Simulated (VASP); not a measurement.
# Ge2Sb2Se (Amm2) in VASP: a series of runs

Runs on Ge2Sb2Se. Level: PBE. Tasks: single point, relaxation of cell and atoms.

Program: VASP 6.6.1. These are calculated values, not measurements. Logs are shortened: lines on timing, memory, paths and dates and some standing lists are left out, and cuts for length are marked.

## (1) The cell of the first run

It takes space group Amm2 (No. 38, orthorhombic). Conventional cell: a = 11.483 Å, b = 4.193 Å, c = 7.165 Å, α = 90.00°, β = 90.00°, γ = 90.00°. Ge (site symmetry m) has 1 Se at 2.41 Å and 3 Sb at 2.70 to 2.71 Å within 3.2 Å. Sb (site symmetry m) has 3 Ge at 2.70 to 2.71 Å and 1 Se at 3.64 Å within 3.7 Å. Within 3.2 Å of Se (site symmetry mm2) lie 2 Ge at 2.41 Å.

## (2) Single point, PBE

Input file INCAR:

```
SYSTEM = Ge2Sb2Se
ALGO = Normal
EDIFF = 1E-7
ENCUT = 520
GGA = PE
ISIF = 2
ISMEAR = 0
LASPH = .TRUE.
LCHARG = .TRUE.
LELF = .TRUE.
LREAL = .FALSE.
LVHAR = .TRUE.
LWAVE = .FALSE.
NBANDS = 30
NELM = 60
PREC = Accurate
SIGMA = 0.01
```

Input file KPOINTS:

```
k-points
0
G
  4 10 10
  0 0 0
```

Input file POSCAR:

```
Ge2Sb2Se
1.0
   11.4830350936      0.0000000000      0.0000000000
    0.0000000000      2.0964142683      3.5823833424
    0.0000000000     -2.0964142683      3.5823833424
Ge Sb Se
2 2 1
Direct
    0.8122589735     -0.0029657993     -0.0029657993
    0.1877410265     -0.0029657993     -0.0029657993
    0.2949761019      0.6606063149      0.6606063149
    0.7050238981      0.6606063149      0.6606063149
    0.0000000000      0.8481189687      0.8481189687
```

Potentials or basis: VASP PAW PBE potentials, release 64 (Ge_d, Sb, Se).

Started as:

```console
> cat potpaw_PBE.64/Ge_d/POTCAR potpaw_PBE.64/Sb/POTCAR potpaw_PBE.64/Se/POTCAR > POTCAR
> mpirun -np 1 vasp_std > vasp.out
```

OUTCAR:

```text
SYSTEM = Ge2Sb2Se
   EDIFF = 1E-7
   ENCUT = 520
   GGA = PE
   ISIF = 2
   ISMEAR = 0
   LASPH = .TRUE.
   LREAL = .FALSE.
   NELM = 60
   PREC = Accurate

 ion  position               nearest neighbor table
   1  0.812  0.997  0.997-   5 2.41   4 2.70   4 2.70   4 2.71
   2  0.188  0.997  0.997-   5 2.41   3 2.70   3 2.70   3 2.71
   3  0.295  0.661  0.661-   2 2.70   2 2.70   2 2.71
   4  0.705  0.661  0.661-   1 2.70   1 2.70   1 2.71
   5  0.000  0.848  0.848-   1 2.41   2 2.41

  LATTYP: Found a base centered orthorhombic cell.
 ALAT       =     4.1928285366
 B/A-ratio  =     1.7088146158
 C/A-ratio  =     2.7387323363

  Lattice vectors:

 A1 = (   0.0000000000,   2.0964142683,  -3.5823833424)
 A2 = (   0.0000000000,   2.0964142683,   3.5823833424)
 A3 = (  11.4830350936,   0.0000000000,   0.0000000000)

Analysis of symmetry for initial positions (statically):
=====================================================================
 Subroutine PRICEL returns:
 Original cell was already a primitive cell.

 Routine SETGRP: Setting up the symmetry group for a
 base centered orthorhombic supercell.

 Subroutine GETGRP returns: Found  4 space group operations
 (whereof  4 operations were pure point group operations)
 out of a pool of  8 trial point group operations.

The static configuration has the point symmetry C_2v.

Analysis of symmetry for dynamics (positions and initial velocities):
=====================================================================
 Subroutine PRICEL returns:
 Original cell was already a primitive cell.

 Routine SETGRP: Setting up the symmetry group for a
 base centered orthorhombic supercell.

 Subroutine GETGRP returns: Found  4 space group operations
 (whereof  4 operations were pure point group operations)
 out of a pool of  8 trial point group operations.

The dynamic configuration has the point symmetry C_2v.

 Subroutine INISYM returns: Found  4 space group operations
 (whereof  4 operations are pure point group operations),
 and found     1 'primitive' translations

----------------------------------------------------------------------------------------

                                     Primitive cell

  volume of cell :     172.4789

  direct lattice vectors                    reciprocal lattice vectors
    11.483035094  0.000000000  0.000000000     0.087084990  0.000000000  0.000000000
     0.000000000  2.096414268  3.582383342     0.000000000  0.238502479  0.139571886
     0.000000000 -2.096414268  3.582383342     0.000000000 -0.238502479  0.139571886

  length of vectors
    11.483035094  4.150713577  4.150713577     0.087084990  0.276339906  0.276339906

  position of ions in fractional coordinates (direct lattice)
     0.812258974  0.997034201  0.997034201
     0.187741026  0.997034201  0.997034201
     0.294976102  0.660606315  0.660606315
     0.705023898  0.660606315  0.660606315
     0.000000000  0.848118969  0.848118969

  ion indices of the primitive-cell ions
   primitive index   ion index
                 1           1
                 2           2
                 3           3
                 4           4
                 5           5

----------------------------------------------------------------------------------------

 KPOINTS: k-points

Automatic generation of k-mesh.
 Grid dimensions read from file:
 generate k-points for:    4   10   10

 Generating k-lattice:

  Cartesian coordinates                     Fractional coordinates (reciprocal lattice)
     0.021771248  0.000000000  0.000000000     0.250000000  0.000000000  0.000000000
     0.000000000  0.023850248  0.013957189     0.000000000  0.100000000  0.000000000
     0.000000000 -0.023850248  0.013957189     0.000000000  0.000000000  0.100000000

  Length of vectors
     0.021771248  0.027633991  0.027633991

  Shift w.r.t. Gamma in fractional coordinates (k-lattice)
     0.000000000  0.000000000  0.000000000

 Subroutine IBZKPT returns following result:
 ===========================================

 Found     93 irreducible k-points:

 Following reciprocal coordinates:
            Coordinates               Weight
  0.000000  0.000000  0.000000      1.000000
  0.250000  0.000000  0.000000      2.000000
  0.500000  0.000000  0.000000      1.000000
  0.000000  0.100000  0.000000      4.000000
  0.250000  0.100000  0.000000      8.000000
  0.500000  0.100000  0.000000      4.000000
[... 16 lines left out ...]
  0.250000  0.200000  0.100000      8.000000
  0.500000  0.200000  0.100000      4.000000
 [... further k-points ...]
   k-points           NKPTS =     93   k-points in BZ     NKDIM =     93   number of bands    NBANDS=     30
   number of dos      NEDOS =    301   number of ions     NIONS =      5
   total plane-waves  NPLWV =  92160
   dimension x,y,z NGX =    90 NGY =   32 NGZ =   32
   dimension x,y,z NGXF=   180 NGYF=   64 NGZF=   64
   ions per type =               2   2   1
   NGX,Y,Z   is equivalent  to a cutoff of  13.03, 12.82, 12.82 a.u.
   NGXF,Y,Z  is equivalent  to a cutoff of  26.06, 25.63, 25.63 a.u.
 SYSTEM =  Ge2Sb2Se
   PREC   = accura    normal or accurate (medium, high low for compatibility)
   ISTART =      0    job   : 0-new  1-cont  2-samecut
   ICHARG =      2    charge: 1-file 2-atom 10-const
   ISPIN  =      1    spin polarized calculation?
   LNONCOLLINEAR =      F non collinear calculations
   LSORBIT =      F    spin-orbit coupling
   LASPH  =      T    aspherical Exc in radial PAW
   ENCUT  =  520.0 eV  38.22 Ry    6.18 a.u.  21.35  7.72  7.72*2*pi/ulx,y,z
   NELM   =     60;   NELMIN=  2; NELMDL= -5     # of ELM steps
   EDIFF  = 0.1E-06   stopping-criterion for ELM
   LREAL  =      F    real-space projection
   EDIFFG = 0.1E-05   stopping-criterion for IOM
   NSW    =      0    number of steps for IOM
   IBRION =     -1    ionic relax: 0-MD 1-quasi-New 2-CG
   NFREE  =      0    steps in history (QN), initial steepest desc. (CG)
   ISIF   =      2    stress and relaxation
   ISYM   =      2    0-nonsym 1-usesym 2-fastsym
   POTIM  = 0.5000    time-step for ionic-motion
   TEBEG  =    0.0;   TEEND  =   0.0 temperature during run
   PSTRESS=    0.0 pullay stress
   NELECT =      44.0000    total number of electrons
   NUPDOWN=      -1.0000    fix difference up-down
   EMIN   =  10.00;   EMAX   =-10.00  energy-range for DOS
   EFERMI =   0.00;   METHOD = LEGACY
   ISMEAR =     0;   SIGMA  =   0.01  broadening in eV -4-tet -1-fermi 0-gaus
   EFERMI_NEDOS =   21; number of points for ismear=-14 and -15
   IALGO  =     38    algorithm
   IMIX   =      4    mixing-type and parameters
     AMIX     =   0.40;   BMIX     =  1.00
     AMIX_MAG =   1.60;   BMIX_MAG =  1.00
  volume/ion in A,a.u.               =      34.50       232.79
  Fermi-wavevector in a.u.,A,eV,Ry     =   1.038278  1.962061 14.667377  1.078022
  Thomas-Fermi vector in A             =   2.172755
   LORBIT       =      0    0 simple, 1 ext, 2 COOP (PROOUT), +10 PAW based schemes
   GGA     = PE    functional components
   LHFCALC =     F    Hartree Fock is set to
   AEXX    =    0.0000 exact exchange contribution
   IVDW    =     0    specifies the selected vdW correction
   LEPSILON=     F    determine dielectric tensor
   LRPA    =     F    only Hartree local field effects (RPA)
 non-spin polarized calculation
 Gauss-broadening in eV      SIGMA  =   0.01
  energy-cutoff  :      520.00
  volume of cell :      172.48
 maximum number of plane-waves:      4681
 NGX is ok and might be reduce to    90
   NGX = 43   NGY = 15   NGZ = 15

 number of electron      44.0000005 magnetization

 Free energy of the ion-electron system (eV)
  ---------------------------------------------------
  ext. energy  EPLUGINS =         0.00000000
  ---------------------------------------------------
  free energy    TOTEN  =       -20.47686436 eV

  energy without entropy =      -20.47686436  energy(sigma->0) =      -20.47686436

 E-fermi :   2.8946     XC(G=0):  -8.1223

 val. band max:        2.8087739786   @ k =   0.0000   0.0000   0.0000
 cond. band min:       2.9746428698   @ k =   0.0000   0.5000   0.5000
 fundamental gap:      0.1658688912
 Fermi energy:         2.8945560418

 k-point     1 :       0.0000    0.0000    0.0000
  band No.  band energies     occupation
      1     -21.7497      2.00000
      2     -21.7452      2.00000
      3     -21.7308      2.00000
      4     -21.7291      2.00000
      5     -21.7202      2.00000
      6     -21.7197      2.00000
[... 22 lines left out ...]
     29       6.2037      0.00000
     30       8.0531      0.00000

 k-point     2 :       0.2500    0.0000    0.0000
  band No.  band energies     occupation
      1     -21.7497      2.00000
      2     -21.7452      2.00000
      3     -21.7307      2.00000
      4     -21.7291      2.00000
      5     -21.7202      2.00000
      6     -21.7197      2.00000
[... 22 lines left out ...]
     29       6.2255      0.00000
     30       7.9679      0.00000

 k-point     3 :       0.5000    0.0000    0.0000
  band No.  band energies     occupation
      1     -21.7497      2.00000
      2     -21.7452      2.00000
      3     -21.7307      2.00000
      4     -21.7291      2.00000
      5     -21.7202      2.00000
      6     -21.7197      2.00000
[... 22 lines left out ...]
     29       6.3301      0.00000
     30       7.8022      0.00000

 k-point     4 :       0.0000    0.1000    0.0000
  band No.  band energies     occupation
      1     -21.7498      2.00000
      2     -21.7453      2.00000
      3     -21.7306      2.00000
      4     -21.7290      2.00000
      5     -21.7205      2.00000
      6     -21.7199      2.00000
[... 616 lines left out ...]
     29       6.7874      0.00000
     30       7.6534      0.00000

 k-point    23 :       0.2500    0.2000    0.1000
  band No.  band energies     occupation
      1     -21.7500      2.00000
      2     -21.7456      2.00000
      3     -21.7308      2.00000
      4     -21.7290      2.00000
      5     -21.7206      2.00000
      6     -21.7200      2.00000
[... 22 lines left out ...]
     29       6.8756      0.00000
     30       7.5943      0.00000

 k-point    24 :       0.5000    0.2000    0.1000
  band No.  band energies     occupation
      1     -21.7500      2.00000
      2     -21.7456      2.00000
      3     -21.7308      2.00000
      4     -21.7290      2.00000
      5     -21.7206      2.00000
      6     -21.7200      2.00000
[... 22 lines left out ...]
     29       6.9954      0.00000
     30       7.5167      0.00000

 [... further k-points ...]

------------------------ aborting loop because EDIFF is reached ----------------------------------------

  FORCE on cell =-STRESS in cart. coord.  units (eV):
  Direction    XX          YY          ZZ          XY          YZ          ZX
  --------------------------------------------------------------------------------------
  -------------------------------------------------------------------------------------
  Total        0.1416574      0.0085466      0.0409216      0.0000000      0.0000000      0.0000000
  in kB        1.3158733      0.0793902      0.3801261      0.0000000      0.0000000      0.0000000
  external PRESSURE =       0.5917965 kB  Pullay stress =       0.0000000 kB

 VOLUME and BASIS-vectors are now :
 -----------------------------------------------------------------------------
  energy-cutoff  :      520.00
  volume of cell :      172.48
      direct lattice vectors                 reciprocal lattice vectors
    11.483035094  0.000000000  0.000000000     0.087084990  0.000000000  0.000000000
     0.000000000  2.096414268  3.582383342     0.000000000  0.238502479  0.139571886
     0.000000000 -2.096414268  3.582383342     0.000000000 -0.238502479  0.139571886

 POSITION                                       TOTAL-FORCE (eV/Angst)
 -----------------------------------------------------------------------------------
      9.32720      0.00000      7.14352         0.017037      0.000000      0.004139
      2.15584      0.00000      7.14352        -0.017037      0.000000      0.004139
      3.38722      0.00000      4.73309         0.032799      0.000000      0.002878
      8.09581      0.00000      4.73309        -0.032799      0.000000      0.002878
      0.00000      0.00000      6.07657         0.000000      0.000000     -0.014034
 -----------------------------------------------------------------------------------
    total drift:                                0.000000     -0.000001     -0.001239

  FREE ENERGIE OF THE ION-ELECTRON SYSTEM (eV)
  ---------------------------------------------------
  free  energy   TOTEN  =       -20.4768643649 eV

  energy  without entropy=      -20.4768643649  energy(sigma->0) =      -20.47686436
```

Run time: 5 min. Hardware: 1 thread of Intel Xeon 6975P-C (Granite Rapids), shared host; peak memory 0.62 GiB.

Results:

| Property | Result |
| --- | --- |
| Free energy | -20.4769 eV |
| Pressure | 0.1 GPa |
| Largest force | 0.033 eV/Å |
| Band gap on the k mesh | 0.17 eV (least direct gap 0.62 eV) |

Forces on the atoms (eV/Å):
```
Ge   0.017  0.000  0.004
Ge  -0.017  0.000  0.004
Sb   0.033  0.000  0.003
Sb  -0.033  0.000  0.003
Se   0.000  0.000 -0.014
```

Levels at points of the mesh, in eV from the valence-band top:
| k point | band 20 | band 21 | band 22 | band 23 | band 24 | band 25 |
| --- | --- | --- | --- | --- | --- | --- |
| (0.00, 0.00, 0.00) | -0.46 | -0.16 | 0.00 | 0.88 | 0.95 | 2.20 |
| (0.50, 0.00, 0.00) | -0.45 | -0.21 | -0.14 | 0.48 | 1.28 | 2.54 |
| (0.00, 0.50, 0.00) | -1.78 | -1.10 | -0.81 | 0.78 | 0.85 | 2.33 |
| (0.50, 0.50, 0.00) | -1.73 | -1.18 | -0.85 | 0.70 | 1.14 | 2.00 |
| (0.00, 0.50, 0.50) | -1.99 | -1.11 | -0.47 | 0.17 | 1.31 | 2.15 |
| (0.50, 0.50, 0.50) | -2.00 | -0.77 | -0.45 | 0.45 | 0.97 | 2.36 |

Caveat: semilocal functionals underestimate gaps, and a narrow one can read as zero; spin-orbit coupling is left out, which moves the levels of the heavy elements; this functional lacks dispersion, which binds layers or chains, so the pressure and a relaxed spacing across them are unreliable. A k mesh can miss the band edges.

## (3) Relaxation of cell and atoms, PBE

Input file INCAR:

```
ALGO = Normal
EDIFF = 1E-7
EDIFFG = -0.01
ENCUT = 600
GGA = PE
IBRION = 2
ISIF = 3
ISMEAR = 0
KPAR = 4
LASPH = T
LCHARG = F
LREAL = F
LWAVE = F
NELM = 100
NSW = 100
PREC = Accurate
SIGMA = 0.01
```

Input file KPOINTS:

```
k-points
0
Gamma
  4 10 10
```

POSCAR is that of step 2.

Potentials or basis: VASP PAW PBE potentials, release 64 (Ge_d, Sb, Se).

Started as:

```console
> cat potpaw_PBE.64/Ge_d/POTCAR potpaw_PBE.64/Sb/POTCAR potpaw_PBE.64/Se/POTCAR > POTCAR
> mpirun -np 4 vasp_std > vasp.out
```

Wall time 7.6 min (4 MPI ranks of Oxide Virtual Turin-like, shared host); peak memory 0.74 GiB.

The run converged. Its results:

| Quantity | Value |
| --- | --- |
| Free energy | -20.4772 eV |
| Relaxed volume | 34.54 Å³/atom |
| Relaxed cell | a = 11.496 Å, b = 4.151 Å, c = 4.151 Å, α = 60.66°, β = 90.00°, γ = 90.00° |
| Space group after relaxing (to 0.1 Å) | Amm2 (No. 38) |
| Energy gained by relaxing | 0.0 meV/atom |
| Ionic steps | 4 |
| Pressure after relaxing | 0.0 GPa |
| Largest force after relaxing | 0.005 eV/Å |
| Band gap on the k mesh | 0.16 eV (least direct gap 0.62 eV) |

Forces in eV/Å, atoms in the order of the input:
```
Ge   0.003  0.000  0.000
Ge  -0.003  0.000  0.000
Sb   0.001  0.000  0.002
Sb  -0.001  0.000  0.002
Se   0.000  0.000 -0.005
```

Step by step:
```csv
step,energy change (eV),largest force (eV/Å),pressure (GPa),volume (Å³)
1,0.0000,0.0330,0.07,172.48
2,-0.0001,0.0123,-0.04,172.85
3,-0.0001,0.0127,-0.02,172.76
4,-0.0002,0.0046,-0.01,172.68
```

Final structure:
```
Ge Sb Se
1.0
    11.49646    0.00000    0.00000
     0.00000    2.09611    3.58283
     0.00000   -2.09611    3.58283
Ge Sb Se
2 2 1
Direct
  0.81237 0.99702 0.99702
  0.18763 0.99702 0.99702
  0.29512 0.66066 0.66066
  0.70488 0.66066 0.66066
  0.00000 0.84804 0.84804
```

Levels at points of the mesh, in eV from the valence-band top:
| k point | band 18 | band 19 | band 20 | band 21 | band 22 | band 23 | band 24 | band 25 | band 26 |
| --- | --- | --- | --- | --- | --- | --- | --- | --- | --- |
| (0.00, 0.00, 0.00) | -1.00 | -0.50 | -0.45 | -0.15 | 0.00 | 0.88 | 0.95 | 2.20 | 2.89 |
| (0.50, 0.00, 0.00) | -0.99 | -0.51 | -0.44 | -0.21 | -0.14 | 0.49 | 1.29 | 2.53 | 2.81 |
| (0.00, 0.50, 0.00) | -2.45 | -1.85 | -1.78 | -1.10 | -0.82 | 0.77 | 0.84 | 2.32 | 2.39 |
| (0.50, 0.50, 0.00) | -2.36 | -1.91 | -1.73 | -1.18 | -0.86 | 0.69 | 1.13 | 1.99 | 2.44 |
| (0.00, 0.50, 0.50) | -2.43 | -2.20 | -1.98 | -1.12 | -0.47 | 0.16 | 1.31 | 2.15 | 3.44 |
| (0.50, 0.50, 0.50) | -2.43 | -2.42 | -1.99 | -0.78 | -0.45 | 0.45 | 0.97 | 2.36 | 3.12 |

Caveat: semilocal functionals underestimate gaps, and a narrow one can read as zero; spin-orbit coupling is left out, which moves the levels of the heavy elements; this functional lacks dispersion, which binds layers or chains, so the pressure and a relaxed spacing across them are unreliable.
